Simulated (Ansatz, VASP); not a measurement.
One calculation of MgO, two programs

The input POSCAR:

```
MgO
1.0
    0.0000000000      2.1021674163      2.1021674163
    2.1021674163      0.0000000000      2.1021674163
    2.1021674163      2.1021674163      0.0000000000
Mg O
1 1
Direct
    0.0000000000      0.0000000000      0.0000000000
    0.5000000000      0.5000000000      0.5000000000
```

INCAR.step1

```
SYSTEM = MgO
PREC = Accurate
ENCUT = 920
ISMEAR = 0
SIGMA = 0.01
LREAL = .FALSE.
LASPH = .TRUE.
NELM = 120
NBANDS = 15
GGA = PE
ALGO = Normal
EDIFF = 1E-5
LWAVE = .TRUE.
LCHARG = .FALSE.
GGA_COMPAT = .FALSE.
```

INCAR.step2

```
SYSTEM = MgO
PREC = Accurate
ENCUT = 920
EDIFF = 1E-6
ISMEAR = 0
SIGMA = 0.01
LREAL = .FALSE.
LASPH = .TRUE.
NELM = 120
ALGO = Normal
ISIF = 2
LWAVE = .FALSE.
LCHARG = .FALSE.
METAGGA = R2SCAN
LMIXTAU = .TRUE.
NBANDS = 15
ISTART = 1
GGA_COMPAT = .FALSE.
```

Contents of KPOINTS:

```
Automatic mesh
0
G
  10 10 10
  0 0 0
```

Input for Ansatz:

```yaml
crystal:
  lattice:
    - [0.0, 2.1021674163, 2.1021674163]
    - [2.1021674163, 0.0, 2.1021674163]
    - [2.1021674163, 2.1021674163, 0.0]
  atoms:
    - { symbol: Mg, position: [0.0, 0.0, 0.0] }
    - { symbol: O, position: [0.5, 0.5, 0.5] }
kpoints:
  mp_grid: { grid: [10, 10, 10] }
  band_path:
    path:
      - [0.0, 0.0, 0.0]
      - [0.5, 0.0, 0.5]
      - [0.625, 0.25, 0.625]
      - [0.375, 0.375, 0.75]
      - [0.5, 0.5, 0.5]
      - [0.5, 0.25, 0.75]
    npoints: 1
hamiltonian:
  xc: r2scan
scf:
  occupations: { method: fixed }
  n_extra_bands: 4
output:
  forces: true
  stress: true
  eigenvalues: true
```

Alike in both runs: task single point; functional r2SCAN; k mesh 10 × 10 × 10; no spin polarisation.

```csv
,VASP,Ansatz
version,VASP 6.6.1,Ansatz 0.2.0
potentials or method,"VASP PAW PBE potentials, release 64 (Mg_sv, O)","plane waves, PAW"
plane-wave cutoff (eV),920,500
occupations,"gaussian, width 0.01 eV",fixed
valence electrons in the cell,16,16
```

```csv
,VASP,Ansatz,Ansatz less VASP
gap on the k mesh at the Fermi level (eV),5.70,5.68,-0.016
pressure (GPa),0.5,0.0,-0.49
```

VASP's potentials were made for PBE, not for r2SCAN.
